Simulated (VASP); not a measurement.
# Sn (I4_1/amd) in VASP: notebook, part 3 of 3

VASP 6.6.1. Earlier steps stand in the parts before.

## (5) Single point, r2SCAN

This run uses another cell than the first one, of the same volume but with other edges.

Contents of POSCAR:

```
Sn
1.0
   -2.9188892203      2.9188892203      1.5763088259
    2.9188892203     -2.9188892203      1.5763088259
    2.9188892203      2.9188892203     -1.5763088259
Sn
2
Direct
    0.0000000000      0.0000000000      0.0000000000
    0.7500000000      0.2500000000      0.5000000000
```

Contents of INCAR.step1:

```
SYSTEM = Sn
ALGO = Normal ; EDIFF = 1E-4
ENCUT = 520 ; GGA = PE
ISMEAR = 0 ; LASPH = .TRUE.
LCHARG = .FALSE. ; LREAL = .FALSE.
LWAVE = .TRUE. ; NBANDS = 21
NELM = 60 ; PREC = Accurate
SIGMA = 0.1
```

Contents of INCAR.step2:

```
SYSTEM = Sn
ALGO = Normal ; EDIFF = 1E-6
ENCUT = 520 ; ISIF = 2
ISMEAR = 0 ; ISTART = 1
LASPH = .TRUE. ; LCHARG = .FALSE.
LMIXTAU = .TRUE. ; LREAL = .FALSE.
LWAVE = .FALSE. ; METAGGA = R2SCAN
NBANDS = 21 ; NELM = 60
PREC = Accurate ; SIGMA = 0.1
```

Contents of KPOINTS:

```
k-points
0
G
  16 16 16
  0 0 0
```

Potentials or basis: VASP PAW PBE potentials, release 64 (Sn_d).

The run is started by

```bash
$ cat potpaw_PBE.64/Sn_d/POTCAR > POTCAR
$ cp INCAR.step1 INCAR
$ mpirun -np 1 vasp_std > vasp.out
$ cp INCAR.step2 INCAR
$ mpirun -np 1 vasp_std > vasp.out
```

OUTCAR:

```text
SYSTEM = Sn
   EDIFF = 1E-6
   ENCUT = 520
   ISIF = 2
   ISMEAR = 0
   ISTART = 1
   LASPH = .TRUE.
   LREAL = .FALSE.
   METAGGA = R2SCAN
   NELM = 60
   PREC = Accurate

 ion  position               nearest neighbor table
   1  0.000  0.000  0.000-   2 3.02   2 3.02   2 3.02   2 3.02   2 3.76   2 3.76   2 3.76   2 3.76

   2  0.750  0.250  0.500-   1 3.02   1 3.02   1 3.02   1 3.02   1 3.76   1 3.76   1 3.76   1 3.76

  LATTYP: Found a body centered tetragonal cell.
 ALAT       =     5.8377784406
 C/A-ratio  =     0.5400372220

  Lattice vectors:

 A1 = (  -2.9188892203,   2.9188892203,   1.5763088259)
 A2 = (   2.9188892203,  -2.9188892203,   1.5763088259)
 A3 = (   2.9188892203,   2.9188892203,  -1.5763088259)

Analysis of symmetry for initial positions (statically):
=====================================================================
 Subroutine PRICEL returns:
 Original cell was already a primitive cell.

 Routine SETGRP: Setting up the symmetry group for a
 body centered tetragonal supercell.

 Subroutine GETGRP returns: Found 16 space group operations
 (whereof  8 operations were pure point group operations)
 out of a pool of 16 trial point group operations.

The static configuration has the point symmetry D_2d.
 The point group associated with its full space group is D_4h.

Analysis of symmetry for dynamics (positions and initial velocities):
=====================================================================
 Subroutine PRICEL returns:
 Original cell was already a primitive cell.

 Routine SETGRP: Setting up the symmetry group for a
 body centered tetragonal supercell.

 Subroutine GETGRP returns: Found 16 space group operations
 (whereof  8 operations were pure point group operations)
 out of a pool of 16 trial point group operations.

The dynamic configuration has the point symmetry D_2d.
 The point group associated with its full space group is D_4h.

 Subroutine INISYM returns: Found 16 space group operations
 (whereof  8 operations are pure point group operations),
 and found     1 'primitive' translations

----------------------------------------------------------------------------------------

                                     Primitive cell

  volume of cell :      53.7201

  direct lattice vectors                    reciprocal lattice vectors
    -2.918889220  2.918889220  1.576308826     0.000000000  0.171298039  0.317196727
     2.918889220 -2.918889220  1.576308826     0.171298039  0.000000000  0.317196727
     2.918889220  2.918889220 -1.576308826     0.171298039  0.171298039  0.000000000

  length of vectors
     4.418662476  4.418662476  4.418662476     0.360495190  0.360495190  0.242252010

  position of ions in fractional coordinates (direct lattice)
     0.000000000  0.000000000  0.000000000
     0.750000000  0.250000000  0.500000000

  ion indices of the primitive-cell ions
   primitive index   ion index
                 1           1
                 2           2

----------------------------------------------------------------------------------------

 KPOINTS: k-points

Automatic generation of k-mesh.
 Grid dimensions read from file:
 generate k-points for:   16   16   16

 Generating k-lattice:

  Cartesian coordinates                     Fractional coordinates (reciprocal lattice)
     0.000000000  0.010706127  0.019824795     0.062500000 -0.000000000  0.000000000
     0.010706127  0.000000000  0.019824795    -0.000000000  0.062500000  0.000000000
     0.010706127  0.010706127  0.000000000     0.000000000  0.000000000  0.062500000

  Length of vectors
     0.022530949  0.022530949  0.015140751

  Shift w.r.t. Gamma in fractional coordinates (k-lattice)
     0.000000000  0.000000000  0.000000000

 Subroutine IBZKPT returns following result:
 ===========================================

 Found    349 irreducible k-points:

 Following reciprocal coordinates:
            Coordinates               Weight
  0.000000  0.000000  0.000000      1.000000
  0.062500  0.000000 -0.000000      8.000000
  0.125000  0.000000 -0.000000      8.000000
  0.187500  0.000000 -0.000000      8.000000
  0.250000  0.000000 -0.000000      8.000000
  0.312500  0.000000 -0.000000      8.000000
[... 16 lines left out ...]
 -0.125000  0.062500  0.000000     16.000000
 -0.062500  0.062500  0.000000      4.000000
 [... further k-points ...]
   k-points           NKPTS =    349   k-points in BZ     NKDIM =    349   number of bands    NBANDS=     21
   number of dos      NEDOS =    301   number of ions     NIONS =      2
   total plane-waves  NPLWV =  46656
   dimension x,y,z NGX =    36 NGY =   36 NGZ =   36
   dimension x,y,z NGXF=    72 NGYF=   72 NGZF=   72
   ions per type =               2
   NGX,Y,Z   is equivalent  to a cutoff of  13.54, 13.54, 13.54 a.u.
   NGXF,Y,Z  is equivalent  to a cutoff of  27.09, 27.09, 27.09 a.u.
 SYSTEM =  Sn
   PREC   = accura    normal or accurate (medium, high low for compatibility)
   ISTART =      1    job   : 0-new  1-cont  2-samecut
   ICHARG =      0    charge: 1-file 2-atom 10-const
   ISPIN  =      1    spin polarized calculation?
   LNONCOLLINEAR =      F non collinear calculations
   LSORBIT =      F    spin-orbit coupling
   LASPH  =      T    aspherical Exc in radial PAW
   ENCUT  =  520.0 eV  38.22 Ry    6.18 a.u.   8.22  8.22  8.22*2*pi/ulx,y,z
   NELM   =     60;   NELMIN=  2; NELMDL=  0     # of ELM steps
   EDIFF  = 0.1E-05   stopping-criterion for ELM
   LREAL  =      F    real-space projection
   EDIFFG = 0.1E-04   stopping-criterion for IOM
   NSW    =      0    number of steps for IOM
   IBRION =     -1    ionic relax: 0-MD 1-quasi-New 2-CG
   NFREE  =      0    steps in history (QN), initial steepest desc. (CG)
   ISIF   =      2    stress and relaxation
   ISYM   =      2    0-nonsym 1-usesym 2-fastsym
   POTIM  = 0.5000    time-step for ionic-motion
   TEBEG  =    0.0;   TEEND  =   0.0 temperature during run
   PSTRESS=    0.0 pullay stress
   NELECT =      28.0000    total number of electrons
   NUPDOWN=      -1.0000    fix difference up-down
   EMIN   =  10.00;   EMAX   =-10.00  energy-range for DOS
   EFERMI =   0.00;   METHOD = LEGACY
   ISMEAR =     0;   SIGMA  =   0.10  broadening in eV -4-tet -1-fermi 0-gaus
   EFERMI_NEDOS =   21; number of points for ismear=-14 and -15
   IALGO  =     38    algorithm
   IMIX   =      4    mixing-type and parameters
     AMIX     =   0.40;   BMIX     =  1.00
     AMIX_MAG =   1.60;   BMIX_MAG =  1.00
  volume/ion in A,a.u.               =      26.86       181.26
  Fermi-wavevector in a.u.,A,eV,Ry     =   1.317494  2.489703 23.616865  1.735791
  Thomas-Fermi vector in A             =   2.447531
   LORBIT       =      0    0 simple, 1 ext, 2 COOP (PROOUT), +10 PAW based schemes
   METAGGA = R2SCAN    functional components
   LHFCALC =     F    Hartree Fock is set to
   AEXX    =    0.0000 exact exchange contribution
   IVDW    =     0    specifies the selected vdW correction
   LEPSILON=     F    determine dielectric tensor
   LRPA    =     F    only Hartree local field effects (RPA)
 non-spin polarized calculation
 Gauss-broadening in eV      SIGMA  =   0.10
  energy-cutoff  :      520.00
  volume of cell :       53.72
 maximum number of plane-waves:      1465
 NGX is ok and might be reduce to    36

 number of electron      28.0000002 magnetization

 Free energy of the ion-electron system (eV)
  ---------------------------------------------------
  ext. energy  EPLUGINS =         0.00000000
  ---------------------------------------------------
  free energy    TOTEN  =       -49.24242531 eV

  energy without entropy =      -49.23792372  energy(sigma->0) =      -49.24017452

 E-fermi :   8.0574     XC(G=0): -11.1830

 val. band max:        8.0525599712   @ k =  -0.3125   0.3125   0.1875
 cond. band min:       8.0604830011   @ k =   0.5000   0.4375  -0.0000
 fundamental gap:      0.0079230299
 Fermi energy:         8.0574407700

 k-point     1 :       0.0000    0.0000    0.0000
  band No.  band energies     occupation
      1     -14.3285      2.00000
      2     -14.2442      2.00000
      3     -14.1871      2.00000
      4     -14.1858      2.00000
      5     -14.0030      2.00000
      6     -14.0030      2.00000
[... 13 lines left out ...]
     20      18.3289      0.00000
     21      19.0596      0.00000
[... 529 lines left out ...]
 k-point    24 :      -0.0625    0.0625    0.0000
  band No.  band energies     occupation
      1     -14.3249      2.00000
      2     -14.2448      2.00000
      3     -14.1892      2.00000
      4     -14.1828      2.00000
      5     -14.0047      2.00000
      6     -14.0012      2.00000
[... 13 lines left out ...]
     20      18.5706      0.00000
     21      19.0501      0.00000

 [... further k-points ...]
[... 5 lines left out ...]
  --------------------------------------------------------------------------------------
  -------------------------------------------------------------------------------------
  Total        0.4898192      0.4898192      0.5178771      0.0000000      0.0000000      0.0000000
  in kB       14.6086435     14.6086435     15.4454575      0.0000000      0.0000000      0.0000000
  external PRESSURE =      14.8875815 kB  Pullay stress =       0.0000000 kB

 VOLUME and BASIS-vectors are now :
 -----------------------------------------------------------------------------
  energy-cutoff  :      520.00
  volume of cell :       53.72
      direct lattice vectors                 reciprocal lattice vectors
    -2.918889220  2.918889220  1.576308826     0.000000000  0.171298039  0.317196727
     2.918889220 -2.918889220  1.576308826     0.171298039  0.000000000  0.317196727
     2.918889220  2.918889220 -1.576308826     0.171298039  0.171298039  0.000000000

 POSITION                                       TOTAL-FORCE (eV/Angst)
 -----------------------------------------------------------------------------------
      0.00000      0.00000      0.00000         0.000000     -0.000000      0.000000
      0.00000      2.91889      0.78815        -0.000000      0.000000     -0.000000
 -----------------------------------------------------------------------------------
    total drift:                               -0.000000      0.000000     -0.000000

  FREE ENERGIE OF THE ION-ELECTRON SYSTEM (eV)
  ---------------------------------------------------
  free  energy   TOTEN  =       -49.2424253123 eV

  energy  without entropy=      -49.2379237197  energy(sigma->0) =      -49.24017452
```

It took 18 min on 1 thread of AMD EPYC 9R45 (Zen 5), shared host; peak memory 0.41 GiB.

Results:

* Free energy: -49.2424 eV
* Pressure: 1.5 GPa
* Band gap on the k mesh: zero (band 14 reaches 9.75 eV, above the bottom of band 15 at 5.20 eV)

Levels at points of the mesh, in eV from the Fermi level:
| k point | band 11 | band 12 | band 13 | band 14 | band 15 | band 16 | band 17 | band 18 |
| --- | --- | --- | --- | --- | --- | --- | --- | --- |
| (0.00, 0.00, 0.00) | -11.76 | -3.73 | -2.24 | -2.24 | 3.29 | 6.52 | 6.52 | 7.43 |
| (0.50, 0.00, 0.00) | -7.17 | -5.65 | -2.34 | -1.94 | -1.27 | 2.50 | 3.04 | 4.99 |
| (0.50, 0.50, 0.00) | -9.40 | -9.40 | 0.49 | 0.49 | 1.74 | 1.74 | 6.60 | 6.60 |
| (0.50, 0.50, 0.50) | -7.96 | -7.96 | -5.12 | -5.12 | 5.54 | 5.54 | 9.92 | 9.92 |

Caveat: the PAW data sets were made with another functional, which shifts forces and pressure a little; spin-orbit coupling is left out, which moves the levels of the heavy elements.

## (6) Summary

```csv
level,cell,k mesh,smearing,gap on the mesh (eV),pressure (GPa)
PBEsol,"a = 3.153, b = 4.419, c = 4.419 Å, angles 97.3, 69.1, 110.9°, 2 atoms",12 × 9 × 9,gaussian 0.1 eV,none,-0.1
PBEsol,"a = 4.419, b = 4.419, c = 3.153 Å, angles 110.9, 110.9, 82.7°, 2 atoms",8 × 8 × 12,gaussian 0.1 eV,none,-0.1
PBEsol,"a = 4.425 Å, angles 97.3, 97.3, 138.3°, 2 atoms",16 × 16 × 16,fermi-dirac 0.15 eV,none,-0.1
r2SCAN,"a = 4.419 Å, angles 97.3, 97.3, 138.2°, 2 atoms",16 × 16 × 16,gaussian 0.1 eV,none,1.5
```

Alike in all rows: task single point; potentials or basis VASP PAW PBE potentials, release 64 (Sn_d); no spin polarisation; cutoff (eV) 520.

Caveats: the PAW data sets were made with another functional, which shifts forces and pressure a little; spin-orbit coupling is left out, which moves the levels of the heavy elements.

Total energies depend on the potentials used, so only differences within one code and one set of settings carry meaning.
